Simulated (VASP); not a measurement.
# La2O3 in VASP: a series of runs

The runs below take La2O3 through single point, with PBEsol.

Everything below comes from runs of VASP 6.6.1. Logs are shortened: lines on timing, memory, paths and dates and some standing lists are left out, and cuts for length are marked.

## Step 1: The cell of the first run

Symmetry: P6/mmm, No. 191, hexagonal system. Conventional cell: a = 6.245 Å, b = 6.245 Å, c = 3.243 Å, α = 90.00°, β = 90.00°, γ = 120.00°. Within 3.2 Å of La (site symmetry -6m2) lie 6 O at 2.42 Å. Within 3.2 Å of O (site symmetry mmm) lie 4 La at 2.42 Å and 4 O at 3.12 Å.

## Step 2: Single point, PBEsol

Input file INCAR:

```
SYSTEM = La2O3
PREC = Accurate ; ENCUT = 520
EDIFF = 1E-6 ; ISMEAR = -1
SIGMA = 0.05 ; LREAL = .FALSE.
LASPH = .TRUE. ; NELM = 100
ALGO = Normal ; ISIF = 2
LWAVE = .FALSE. ; LCHARG = .FALSE.
GGA = PS ; NBANDS = 28
```

Input file KPOINTS:

```
regular mesh
0
G
  4 4 6
  0 0 0
```

Input file POSCAR:

```
La2O3
1.0
    6.2453839127      0.0000000000      0.0000000000
   -3.1226919564      5.4086611248      0.0000000000
    0.0000000000      0.0000000000      3.2425384461
La O
2 3
Direct
    0.6666666667      0.3333333333      0.5000000000
    0.3333333333      0.6666666667      0.5000000000
    0.5000100030      0.0000000000      0.0000000000
    0.0000000000      0.5000100030      0.0000000000
    0.4999899970      0.4999899970      0.0000000000
```

Potentials or basis: VASP PAW PBE potentials, release 64 (La, O).

Started as:

```console
cat potpaw_PBE.64/La/POTCAR potpaw_PBE.64/O/POTCAR > POTCAR
mpirun -np 1 vasp_std > vasp.out
```

OUTCAR:

```text
SYSTEM = La2O3
   PREC = Accurate
   ENCUT = 520
   EDIFF = 1E-6
   ISMEAR = -1
   LREAL = .FALSE.
   LASPH = .TRUE.
   NELM = 100
   ISIF = 2
   GGA = PS

 ion  position               nearest neighbor table
   1  0.667  0.333  0.500-   4 2.42   4 2.42   3 2.42   3 2.42   5 2.42   5 2.42   2 3.61   2 3.61
                             2 3.61
   2  0.333  0.667  0.500-   4 2.42   4 2.42   3 2.42   3 2.42   5 2.42   5 2.42   1 3.61   1 3.61
                             1 3.61
   3  0.500  0.000  0.000-   1 2.42   1 2.42   2 2.42   2 2.42
   4  0.000  0.500  0.000-   2 2.42   2 2.42   1 2.42   1 2.42
   5  0.500  0.500  0.000-   1 2.42   1 2.42   2 2.42   2 2.42

  LATTYP: Found a hexagonal cell.
 ALAT       =     6.2453839127
 C/A-ratio  =     0.5191896113

  Lattice vectors:

 A1 = (   6.2453839127,   0.0000000000,   0.0000000000)
 A2 = (  -3.1226919564,   5.4086611248,   0.0000000000)
 A3 = (   0.0000000000,   0.0000000000,   3.2425384461)

Analysis of symmetry for initial positions (statically):
=====================================================================
 Subroutine PRICEL returns:
 Original cell was already a primitive cell.

 Routine SETGRP: Setting up the symmetry group for a
 hexagonal supercell.

 Subroutine GETGRP returns: Found 12 space group operations
 (whereof 12 operations were pure point group operations)
 out of a pool of 24 trial point group operations.

The static configuration has the point symmetry D_3h.

Analysis of symmetry for dynamics (positions and initial velocities):
=====================================================================
 Subroutine PRICEL returns:
 Original cell was already a primitive cell.

 Routine SETGRP: Setting up the symmetry group for a
 hexagonal supercell.

 Subroutine GETGRP returns: Found 12 space group operations
 (whereof 12 operations were pure point group operations)
 out of a pool of 24 trial point group operations.

The dynamic configuration has the point symmetry D_3h.

 Subroutine INISYM returns: Found 12 space group operations
 (whereof 12 operations are pure point group operations),
 and found     1 'primitive' translations

----------------------------------------------------------------------------------------

                                     Primitive cell
[... 85 lines left out ...]
   LASPH  =      T    aspherical Exc in radial PAW
   ENCUT  =  520.0 eV  38.22 Ry    6.18 a.u.  11.61 11.61  6.03*2*pi/ulx,y,z
   NELM   =    100;   NELMIN=  2; NELMDL= -5     # of ELM steps
   EDIFF  = 0.1E-05   stopping-criterion for ELM
   LREAL  =      F    real-space projection
   EDIFFG = 0.1E-04   stopping-criterion for IOM
   NSW    =      0    number of steps for IOM
   IBRION =     -1    ionic relax: 0-MD 1-quasi-New 2-CG
   NFREE  =      0    steps in history (QN), initial steepest desc. (CG)
   ISIF   =      2    stress and relaxation
   ISYM   =      2    0-nonsym 1-usesym 2-fastsym
   POTIM  = 0.5000    time-step for ionic-motion
   TEBEG  =    0.0;   TEEND  =   0.0 temperature during run
   PSTRESS=    0.0 pullay stress
   NELECT =      40.0000    total number of electrons
   NUPDOWN=      -1.0000    fix difference up-down
   EMIN   =  10.00;   EMAX   =-10.00  energy-range for DOS
   EFERMI =   0.00;   METHOD = LEGACY
   ISMEAR =    -1;   SIGMA  =   0.05  broadening in eV -4-tet -1-fermi 0-gaus
   EFERMI_NEDOS =   21; number of points for ismear=-14 and -15
   IALGO  =     38    algorithm
   IMIX   =      4    mixing-type and parameters
     AMIX     =   0.40;   BMIX     =  1.00
     AMIX_MAG =   1.60;   BMIX_MAG =  1.00
  volume/ion in A,a.u.               =      21.91       147.83
  Fermi-wavevector in a.u.,A,eV,Ry     =   1.170173  2.211307 18.630530  1.369305
  Thomas-Fermi vector in A             =   2.306635
   LORBIT       =      0    0 simple, 1 ext, 2 COOP (PROOUT), +10 PAW based schemes
   GGA     = PS    functional components
   LHFCALC =     F    Hartree Fock is set to
   AEXX    =    0.0000 exact exchange contribution
   IVDW    =     0    specifies the selected vdW correction
   LEPSILON=     F    determine dielectric tensor
   LRPA    =     F    only Hartree local field effects (RPA)
 non-spin polarized calculation
  energy-cutoff  :      520.00
  volume of cell :      109.53
 maximum number of plane-waves:      2988
 NGX is ok and might be reduce to    48
   NGX = 23   NGY = 23   NGZ = 13

 number of electron      39.9999969 magnetization

 Free energy of the ion-electron system (eV)
  ---------------------------------------------------
  ext. energy  EPLUGINS =         0.00000000
  ---------------------------------------------------
  free energy    TOTEN  =       -42.45165177 eV

  energy without entropy =      -42.45165170  energy(sigma->0) =      -42.45165173

 E-fermi :   4.2358     XC(G=0):  -8.5660

 val. band max:        3.5905957403   @ k =   0.0000   0.0000   0.5000
 cond. band min:       4.8808448871   @ k =   0.0000   0.0000   0.0000
 fundamental gap:      1.2902491468
 Fermi energy:         4.2357846443

 k-point     1 :       0.0000    0.0000    0.0000
  band No.  band energies     occupation
      1     -26.9671      2.00000
      2     -26.7175      2.00000
      3     -14.1486      2.00000
      4     -14.1486      2.00000
      5     -12.3573      2.00000
      6     -10.5092      2.00000
[... 485 lines left out ...]
     27       8.3718      0.00000
     28       8.5266      0.00000

------------------------ aborting loop because EDIFF is reached ----------------------------------------

  FORCE on cell =-STRESS in cart. coord.  units (eV):
  Direction    XX          YY          ZZ          XY          YZ          ZX
  --------------------------------------------------------------------------------------
  -------------------------------------------------------------------------------------
  Total        1.2708096      1.2708096      1.2521292     -0.0000000     -0.0000000      0.0000000
  in kB       18.5890427     18.5890427     18.3157909     -0.0000000     -0.0000000      0.0000000
  external PRESSURE =      18.4979588 kB  Pullay stress =       0.0000000 kB

 VOLUME and BASIS-vectors are now :
 -----------------------------------------------------------------------------
  energy-cutoff  :      520.00
  volume of cell :      109.53
      direct lattice vectors                 reciprocal lattice vectors
     6.245383913  0.000000000  0.000000000     0.160118259  0.092444320  0.000000000
    -3.122691956  5.408661125  0.000000000     0.000000000  0.184888640  0.000000000
     0.000000000  0.000000000  3.242538446     0.000000000  0.000000000  0.308400353

 POSITION                                       TOTAL-FORCE (eV/Angst)
 -----------------------------------------------------------------------------------
      3.12269      1.80289      1.62127        -0.000000      0.000000     -0.000000
     -0.00000      3.60577      1.62127        -0.000000     -0.000000     -0.000000
      3.12275      0.00000      0.00000        -0.000052     -0.000000      0.000000
     -1.56138      2.70438      0.00000         0.000026     -0.000045     -0.000000
      1.56131      2.70428      0.00000         0.000026      0.000045      0.000000
 -----------------------------------------------------------------------------------
    total drift:                               -0.000000     -0.000000     -0.000000

  FREE ENERGIE OF THE ION-ELECTRON SYSTEM (eV)
  ---------------------------------------------------
  free  energy   TOTEN  =       -42.4516517693 eV

  energy  without entropy=      -42.4516516969  energy(sigma->0) =      -42.45165173
```

stdout:

```text
POSCAR found type information on POSCAR LaO
 POSCAR found :  2 types and       5 ions
 scaLAPACK will be used
 -----------------------------------------------------------------------------
|                                                                             |
|                                                                             |
|     You enforced a specific xc type in the INCAR file but a different       |
|     I HOPE YOU KNOW WHAT YOU ARE DOING!                                     |
|                                                                             |
 -----------------------------------------------------------------------------

 LDA part: xc-table for (Slater+PW92), standard interpolation
 POSCAR, INCAR and KPOINTS ok, starting setup
 FFT: planning ... GRIDC
 FFT: planning ... GRID_SOFT
 FFT: planning ... GRID
 WAVECAR not read
 entering main loop
```

It took 63 s on 1 thread of AMD EPYC 7R13 (Zen 3), shared host; peak memory 0.21 GiB.

Results:

| Quantity | Value |
| --- | --- |
| Free energy | -42.4517 eV |
| Pressure | 1.8 GPa |
| Band gap on the k mesh | 1.29 eV, indirect (least direct gap 1.90 eV) |

Caveat: the PAW data sets were made with another functional, which shifts forces and pressure a little; spin-orbit coupling is left out, which moves the levels of the heavy elements. A hybrid or GW would open this gap; PBEsol tends to underestimate it.

## Step 3: Single point, PBEsol

This run uses another cell than the first one, of 22.38 Å³/atom, 1.021 times its volume.

Input file INCAR:

```
SYSTEM = La2O3
PREC = Accurate ; ENCUT = 520
EDIFF = 1E-7 ; ISMEAR = -1
SIGMA = 0.05 ; LREAL = .FALSE.
LASPH = .TRUE. ; NELM = 60
ALGO = Normal ; ISIF = 2
LWAVE = .FALSE. ; LCHARG = .FALSE.
GGA = PS ; NBANDS = 28
```

Input file KPOINTS:

```
Automatic mesh
0
G
  4 4 6
  0 0 0
```

Input file POSCAR:

```
La2O3
1.0
    6.3027971682      0.0000000000      0.0000000000
   -3.1513985841      5.4583824626      0.0000000000
    0.0000000000      0.0000000000      3.2520301252
La O
2 3
Direct
    0.6666666667      0.3333333333      0.5000000000
    0.3333333333      0.6666666667      0.5000000000
    0.5000211800      0.0000000000      0.0000000000
    0.0000000000      0.5000211800      0.0000000000
    0.4999788200      0.4999788200      0.0000000000
```

Potentials or basis: VASP PAW PBE potentials, release 64 (La, O).

Started as:

```console
cat potpaw_PBE.64/La/POTCAR potpaw_PBE.64/O/POTCAR > POTCAR
mpirun -np 1 vasp_std > vasp.out
```

It used 68 s of CPU time on 1 thread of AMD EPYC 7R13 Processor (Zen 3), on a shared host.

It converged, with:

- Free energy: -42.4655 eV
- Pressure: -0.1 GPa
- Band gap on the k mesh: 1.39 eV, indirect (least direct gap 1.93 eV)

Levels at points of the mesh, in eV from the valence-band top:
```
           k point  band 17  band 18  band 19  band 20  band 21  band 22  band 23  band 24
(0.00, 0.00, 0.00)    -1.08    -1.08    -0.84    -0.54     1.39     3.44     3.97     3.97
(0.50, 0.00, 0.00)    -1.75    -1.32    -1.18    -1.03     2.52     3.41     4.27     4.39
(0.00, 0.00, 0.50)    -1.31    -1.31    -0.43     0.00     4.36     4.39     4.42     4.42
(0.50, 0.00, 0.50)    -1.70    -1.50    -0.79    -0.71     4.38     4.43     4.48     4.48
```

Caveat: the PAW data sets were made with another functional, which shifts forces and pressure a little; spin-orbit coupling is left out, which moves the levels of the heavy elements. As with any semilocal functional, this PBEsol gap is likely too small.
